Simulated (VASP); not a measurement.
Write the native input for VASP 6.6.1 that does the following.

| Property | Result |
| --- | --- |
| Task | single point |
| Functional | r2SCAN |
| Potentials or basis | VASP PAW PBE potentials, release 64 (Si) |
| Cutoff | 520 eV |
| k mesh | 8 × 8 × 8 |
| Occupations | gaussian, width 0.01 eV |
| Spin | no spin polarisation |
| Dipole correction | no |
| Further INCAR settings | ALGO = Normal; EDIFF = 1e-06; NBANDS = 11 |

Si:

```xyz
2
Lattice="0.0000 2.7221 2.7221 2.7221 0.0000 2.7221 2.7221 2.7221 0.0000" Properties=species:S:1:pos:R:3 pbc="T T T"
Si    1.3611    1.3611    1.3611
Si    0.0000    0.0000    0.0000
```

One way to write it, as run:

POSCAR

```
Si
1.0
    0.0000000000      2.7221197377      2.7221197377
    2.7221197377      0.0000000000      2.7221197377
    2.7221197377      2.7221197377      0.0000000000
Si
2
Direct
    0.2500000000      0.2500000000      0.2500000000
    0.0000000000      0.0000000000      0.0000000000
```

INCAR.step1

```
SYSTEM = Si
PREC     = Accurate       ! precision mode
ENCUT    = 520            ! plane-wave cutoff, eV
ISMEAR   = 0              ! smearing method
SIGMA    = 0.01           ! smearing width, eV
LREAL    = .False.        ! projectors in reciprocal space
LASPH    = .True.         ! aspherical terms in the spheres
NELM     = 100            ! most SCF steps
NBANDS   = 11             ! bands
GGA      = PE             ! functional
ALGO     = Normal         ! electronic algorithm
EDIFF    = 1E-4           ! SCF threshold, eV
LWAVE    = .True.         ! write WAVECAR
LCHARG   = .False.        ! write CHGCAR
```

INCAR.step2

```
SYSTEM = Si
PREC     = Accurate       ! precision mode
ENCUT    = 520            ! plane-wave cutoff, eV
EDIFF    = 1E-6           ! SCF threshold, eV
ISMEAR   = 0              ! smearing method
SIGMA    = 0.01           ! smearing width, eV
LREAL    = .False.        ! projectors in reciprocal space
LASPH    = .True.         ! aspherical terms in the spheres
NELM     = 100            ! most SCF steps
ALGO     = Normal         ! electronic algorithm
ISIF     = 2              ! what is computed and relaxed
LWAVE    = .False.        ! write WAVECAR
LCHARG   = .True.         ! write CHGCAR
METAGGA  = R2SCAN         ! meta-GGA
LMIXTAU  = .True.       
LELF     = .True.         ! ELF
LVHAR    = .True.       
NBANDS   = 11             ! bands
ISTART   = 1
```

KPOINTS

```
Automatic mesh
0
Gamma
  8 8 8
  0 0 0
```

Potentials or basis: VASP PAW PBE potentials, release 64 (Si).

Launch:

```sh
$ cat potpaw_PBE.64/Si/POTCAR > POTCAR
$ cp INCAR.step1 INCAR
$ mpirun -np 1 vasp_std > vasp.out
$ cp INCAR.step2 INCAR
$ mpirun -np 1 vasp_std > vasp.out
```

Results of the run:

```
Pressure               : -0.2 GPa
Band gap on the k mesh : 0.83 eV, indirect (least direct gap 2.75 eV)
```

Caveat: the PAW data sets were made with another functional, which shifts forces and pressure a little.

Run time: 45 s on 1 thread of Intel(R) Xeon(R) Platinum 8488C (Sapphire Rapids), with other jobs on the host, peak memory 0.16 GiB.
